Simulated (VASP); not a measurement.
# Bi2Se3 (R-3m) in VASP: notebook

The runs below take Bi2Se3 through electric field gradients, with PBEsol.

Program: VASP 6.6.1. These are calculated values, not measurements. Logs are shortened: lines on timing, memory, paths and dates and some standing lists are left out, and cuts for length are marked.

## Step 1: The cell of the first run

Symmetry: R-3m, No. 166, trigonal system. The conventional cell has a = 4.019 Å, b = 4.019 Å, c = 28.636 Å, α = 90.00°, β = 90.00°, γ = 120.00°. Within 3.7 Å of Bi (site symmetry 3m) lie 6 Se at 2.79 to 3.02 Å. Within 4.2 Å of Se (site symmetry -3m) lie 6 Bi at 3.02 Å and 12 Se at 4.02 to 4.19 Å. Se (site symmetry 3m) has 3 Bi at 2.79 Å and 3 Se at 3.47 Å within 3.7 Å.

## Step 2: Electric field gradients, PBEsol (equal xx and yy strain of -3 %)

The input, INCAR:

```
PREC = Accurate
ENCUT = 520
EDIFF = 1E-8
ISMEAR = -1
SIGMA = 0.03
LREAL = F
LASPH = T
NELM = 60
ALGO = Normal
ISIF = 2
LWAVE = F
LCHARG = F
GGA = PS
LEFG = T
NBANDS = 32
```

The input, KPOINTS:

```
regular mesh
0
Gamma
  6 6 6
```

The input, POSCAR:

```
Bi2Se3
1.0
    2.0093543179      1.1601012563      9.5453300000
   -2.0093543179      1.1601012563      9.5453300000
    0.0000000000     -2.3202025127      9.5453300000
Bi Se
2 3
Direct
    0.4008000000      0.4008000000      0.4008000000
    0.5992000000      0.5992000000      0.5992000000
    0.0000000000      0.0000000000      0.0000000000
    0.2117000000      0.2117000000      0.2117000000
    0.7883000000      0.7883000000      0.7883000000
```

Potentials or basis: VASP PAW PBE potentials, release 64 (Bi_d, Se).

The run is started by

```sh
$ cat potpaw_PBE.64/Bi_d/POTCAR potpaw_PBE.64/Se/POTCAR > POTCAR
$ mpirun -np 1 vasp_std > vasp.out
```

OUTCAR:

```text
PREC = Accurate
   ENCUT = 520
   EDIFF = 1E-8
   ISMEAR = -1
   LREAL = F
   LASPH = T
   NELM = 60
   ISIF = 2
   GGA = PS

 ion  position               nearest neighbor table
   1  0.401  0.401  0.401-   5 2.79   5 2.79   5 2.79   3 3.02   3 3.02   3 3.02
   2  0.599  0.599  0.599-   4 2.79   4 2.79   4 2.79   3 3.02   3 3.02   3 3.02
   3  0.000  0.000  0.000-   2 3.02   1 3.02   2 3.02   2 3.02   1 3.02   1 3.02
   4  0.212  0.212  0.212-   2 2.79   2 2.79   2 2.79
   5  0.788  0.788  0.788-   1 2.79   1 2.79   1 2.79

  LATTYP: Found a trigonal (rhomboedric) cell.
 ALAT       =     9.8232715787
 COS(alpha) =     0.9163182521

  Lattice vectors:

 A1 = (   2.0093543179,   1.1601012563,   9.5453300000)
 A2 = (  -2.0093543179,   1.1601012563,   9.5453300000)
 A3 = (   0.0000000000,  -2.3202025127,   9.5453300000)

Analysis of symmetry for initial positions (statically):
=====================================================================
 Subroutine PRICEL returns:
 Original cell was already a primitive cell.

 Routine SETGRP: Setting up the symmetry group for a
 trigonal (rhombohedral) supercell.

 Subroutine GETGRP returns: Found 12 space group operations
 (whereof 12 operations were pure point group operations)
 out of a pool of 12 trial point group operations.

The static configuration has the point symmetry D_3d.

Analysis of symmetry for dynamics (positions and initial velocities):
=====================================================================
 Subroutine PRICEL returns:
 Original cell was already a primitive cell.

 Routine SETGRP: Setting up the symmetry group for a
 trigonal (rhombohedral) supercell.

 Subroutine GETGRP returns: Found 12 space group operations
 (whereof 12 operations were pure point group operations)
 out of a pool of 12 trial point group operations.

The dynamic configuration has the point symmetry D_3d.

 Subroutine INISYM returns: Found 12 space group operations
 (whereof 12 operations are pure point group operations),
 and found     1 'primitive' translations

----------------------------------------------------------------------------------------

                                     Primitive cell

  volume of cell :     133.5041

  direct lattice vectors                    reciprocal lattice vectors
     2.009354318  1.160101256  9.545330000     0.248836154  0.143665620  0.034921091
    -2.009354318  1.160101256  9.545330000    -0.248836154  0.143665620  0.034921091
     0.000000000 -2.320202513  9.545330000     0.000000000 -0.287331241  0.034921091

  length of vectors
     9.823271579  9.823271579  9.823271579     0.289445547  0.289445547  0.289445547

  position of ions in fractional coordinates (direct lattice)
     0.400800000  0.400800000  0.400800000
     0.599200000  0.599200000  0.599200000
     0.000000000  0.000000000  0.000000000
     0.211700000  0.211700000  0.211700000
     0.788300000  0.788300000  0.788300000

  ion indices of the primitive-cell ions
   primitive index   ion index
                 1           1
                 2           2
                 3           3
                 4           4
                 5           5

----------------------------------------------------------------------------------------

 KPOINTS: regular mesh

Automatic generation of k-mesh.
 Grid dimensions read from file:
 generate k-points for:    6    6    6

 Generating k-lattice:

  Cartesian coordinates                     Fractional coordinates (reciprocal lattice)
     0.041472692  0.023944270  0.005820182     0.166666667  0.000000000 -0.000000000
    -0.041472692  0.023944270  0.005820182     0.000000000  0.166666667 -0.000000000
     0.000000000 -0.047888540  0.005820182     0.000000000  0.000000000  0.166666667

  Length of vectors
     0.048240924  0.048240924  0.048240924

[... 43 lines left out ...]
 SYSTEM =  unknown system
   PREC   = accura    normal or accurate (medium, high low for compatibility)
   ISTART =      0    job   : 0-new  1-cont  2-samecut
   ICHARG =      2    charge: 1-file 2-atom 10-const
   ISPIN  =      1    spin polarized calculation?
   LNONCOLLINEAR =      F non collinear calculations
   LSORBIT =      F    spin-orbit coupling
   LASPH  =      T    aspherical Exc in radial PAW
   ENCUT  =  520.0 eV  38.22 Ry    6.18 a.u.  18.26 18.26 18.26*2*pi/ulx,y,z
   NELM   =     60;   NELMIN=  2; NELMDL= -5     # of ELM steps
   EDIFF  = 0.1E-07   stopping-criterion for ELM
   LREAL  =      F    real-space projection
   EDIFFG = 0.1E-06   stopping-criterion for IOM
   NSW    =      0    number of steps for IOM
   IBRION =     -1    ionic relax: 0-MD 1-quasi-New 2-CG
   NFREE  =      0    steps in history (QN), initial steepest desc. (CG)
   ISIF   =      2    stress and relaxation
   ISYM   =      2    0-nonsym 1-usesym 2-fastsym
   POTIM  = 0.5000    time-step for ionic-motion
   TEBEG  =    0.0;   TEEND  =   0.0 temperature during run
   PSTRESS=    0.0 pullay stress
   NELECT =      48.0000    total number of electrons
   NUPDOWN=      -1.0000    fix difference up-down
   EMIN   =  10.00;   EMAX   =-10.00  energy-range for DOS
   EFERMI =   0.00;   METHOD = LEGACY
   ISMEAR =    -1;   SIGMA  =   0.03  broadening in eV -4-tet -1-fermi 0-gaus
   EFERMI_NEDOS =   21; number of points for ismear=-14 and -15
   IALGO  =     38    algorithm
   IMIX   =      4    mixing-type and parameters
     AMIX     =   0.40;   BMIX     =  1.00
     AMIX_MAG =   1.60;   BMIX_MAG =  1.00
  volume/ion in A,a.u.               =      26.70       180.19
  Fermi-wavevector in a.u.,A,eV,Ry     =   1.164100  2.199830 18.437654  1.355129
  Thomas-Fermi vector in A             =   2.300642
   LORBIT       =      0    0 simple, 1 ext, 2 COOP (PROOUT), +10 PAW based schemes
   GGA     = PS    functional components
   LHFCALC =     F    Hartree Fock is set to
   AEXX    =    0.0000 exact exchange contribution
   IVDW    =     0    specifies the selected vdW correction
   LEPSILON=     F    determine dielectric tensor
   LRPA    =     F    only Hartree local field effects (RPA)
 non-spin polarized calculation
  energy-cutoff  :      520.00
  volume of cell :      133.50
 maximum number of plane-waves:      3648
 NGX is ok and might be reduce to    80
   NGX = 37   NGY = 37   NGZ = 37

 number of electron      47.9999997 magnetization

 Free energy of the ion-electron system (eV)
  ---------------------------------------------------
  ext. energy  EPLUGINS =         0.00000000
  ---------------------------------------------------
  free energy    TOTEN  =       -21.94374145 eV

  energy without entropy =      -21.94364108  energy(sigma->0) =      -21.94369127

 E-fermi :   5.7524     XC(G=0):  -9.9586

 val. band max:        5.6595925022   @ k =   0.0000   0.0000   0.0000
 cond. band min:       5.8454202119   @ k =   0.0000   0.0000   0.0000
 fundamental gap:      0.1858277096
 Fermi energy:         5.7524244140

 k-point     1 :       0.0000    0.0000    0.0000
  band No.  band energies     occupation
      1     -17.5479      2.00000
      2     -17.5479      2.00000
      3     -17.5456      2.00000
      4     -17.5456      2.00000
      5     -17.5256      2.00000
      6     -17.5223      2.00000
[... 829 lines left out ...]
     31      10.7285      0.00000
     32      11.8819      0.00000

 [... further k-points ...]

------------------------ aborting loop because EDIFF is reached ----------------------------------------

  FORCE on cell =-STRESS in cart. coord.  units (eV):
  Direction    XX          YY          ZZ          XY          YZ          ZX
  --------------------------------------------------------------------------------------
  -------------------------------------------------------------------------------------
  Total        3.7650983      3.7650983      2.6980689      0.0000000     -0.0000000      0.0000000
  in kB       45.1847909     45.1847909     32.3794156      0.0000000     -0.0000000      0.0000000
  external PRESSURE =      40.9163325 kB  Pullay stress =       0.0000000 kB

 VOLUME and BASIS-vectors are now :
 -----------------------------------------------------------------------------
  energy-cutoff  :      520.00
  volume of cell :      133.50
      direct lattice vectors                 reciprocal lattice vectors
     2.009354318  1.160101256  9.545330000     0.248836154  0.143665620  0.034921091
    -2.009354318  1.160101256  9.545330000    -0.248836154  0.143665620  0.034921091
     0.000000000 -2.320202513  9.545330000     0.000000000 -0.287331241  0.034921091

 POSITION                                       TOTAL-FORCE (eV/Angst)
 -----------------------------------------------------------------------------------
      0.00000     -0.00000     11.47730         0.000000      0.000000     -0.432962
      0.00000     -0.00000     17.15869         0.000000     -0.000000      0.432962
      0.00000      0.00000      0.00000         0.000000     -0.000000     -0.000000
      0.00000     -0.00000      6.06224         0.000000      0.000000     -0.549318
      0.00000     -0.00000     22.57375         0.000000     -0.000000      0.549318
 -----------------------------------------------------------------------------------
    total drift:                                0.000000      0.000000     -0.000000

  FREE ENERGIE OF THE ION-ELECTRON SYSTEM (eV)
  ---------------------------------------------------
  free  energy   TOTEN  =       -21.9437414506 eV

  energy  without entropy=      -21.9436410821  energy(sigma->0) =      -21.94369127

 Electric field gradients (V/A^2)
---------------------------------------------------------------------
 ion       V_xx      V_yy      V_zz      V_xy      V_xz      V_yz
---------------------------------------------------------------------
   1      -6.021    -6.021    12.042    -0.000    -0.000     0.000
   2      -6.021    -6.021    12.042    -0.000     0.000     0.000
   3     -46.170   -46.170    92.340     0.000     0.000     0.000
   4       1.475     1.475    -2.949    -0.000    -0.000     0.000
   5       1.475     1.475    -2.949     0.000     0.000     0.000
---------------------------------------------------------------------

 Electric field gradients after diagonalization (V/A^2)
 (convention: |V_zz| > |V_xx| > |V_yy|)
----------------------------------------------------------------------
 ion       V_xx      V_yy      V_zz     asymmetry (V_yy - V_xx)/ V_zz
----------------------------------------------------------------------
   1      -6.021    -6.021    12.042       0.000
   2      -6.021    -6.021    12.042       0.000
   3     -46.170   -46.170    92.340       0.000
   4       1.475     1.475    -2.949       0.000
   5       1.475     1.475    -2.949       0.000
----------------------------------------------------------------------

           NMR quadrupolar parameters

 Cq : quadrupolar parameter    Cq=e*Q*V_zz/h
 eta: asymmetry parameters     (V_yy - V_xx)/ V_zz
 Q  : nuclear electric quadrupole moment in mb (millibarn)
----------------------------------------------------------------------
 ion       Cq(MHz)       eta       Q (mb)
----------------------------------------------------------------------
   1       0.029       0.000       1.000
   2       0.029       0.000       1.000
   3       0.223       0.000       1.000
   4      -0.007       0.000       1.000
   5      -0.007       0.000       1.000
----------------------------------------------------------------------
```

Wall time 16 min (1 thread of Intel Xeon Platinum 8488C (Sapphire Rapids), shared host); peak memory 0.94 GiB.

Results:

```
Free energy                             : -21.9437 eV
Pressure                                : 4.1 GPa
Largest force                           : 0.549 eV/Å
Band gap on the k mesh                  : 0.19 eV
Largest electric field gradient by atom : Bi +12.0; Se +92.3, -2.9 (each value once) V/Å²
```

Forces on the atoms (eV/Å):
```
Bi   0.000  0.000 -0.433
Bi   0.000  0.000  0.433
Se   0.000  0.000  0.000
Se   0.000  0.000 -0.549
Se   0.000  0.000  0.549
```

Stress tensor (GPa, compression positive):
```
4.52 0.00 0.00
0.00 4.52 0.00
0.00 0.00 3.24
```

Levels at points of the mesh, in eV from the valence-band top:
```tsv
k point	band 21	band 22	band 23	band 24	band 25	band 26	band 27	band 28
(0.00, 0.00, 0.00)	-2.04	-1.34	-1.34	0.00	0.19	1.37	1.37	2.10
(0.50, 0.00, 0.00)	-3.34	-2.56	-1.45	-0.71	0.66	1.80	2.75	2.97
(0.50, 0.50, 0.00)	-2.20	-2.16	-1.86	-1.32	1.03	1.72	2.53	2.93
(0.50, 0.50, 0.50)	-1.58	-1.50	-1.50	-0.55	0.58	1.68	1.68	2.13
```

Electric field gradients, principal values (V/Å²):
| atom | least | middle | greatest (by size) |
| --- | --- | --- | --- |
| 1 Bi | -6.021 | -6.021 | 12.042 |
| 2 Bi | -6.021 | -6.021 | 12.042 |
| 3 Se | -46.170 | -46.170 | 92.340 |
| 4 Se | 1.475 | 1.475 | -2.949 |
| 5 Se | 1.475 | 1.475 | -2.949 |

Caveat: the cell differs from its parent crystal (equal xx and yy strain of -3 %); the cell stands under pressure; without QUAD_EFG the Cq values of the log hold for a quadrupole moment of 1 mb, not for the nuclei; the PAW data sets were made with another functional, which shifts forces and pressure a little; spin-orbit coupling is left out, which moves the levels of the heavy elements. A k mesh can miss the band edges.

(Part 1 of 2 ends here.)
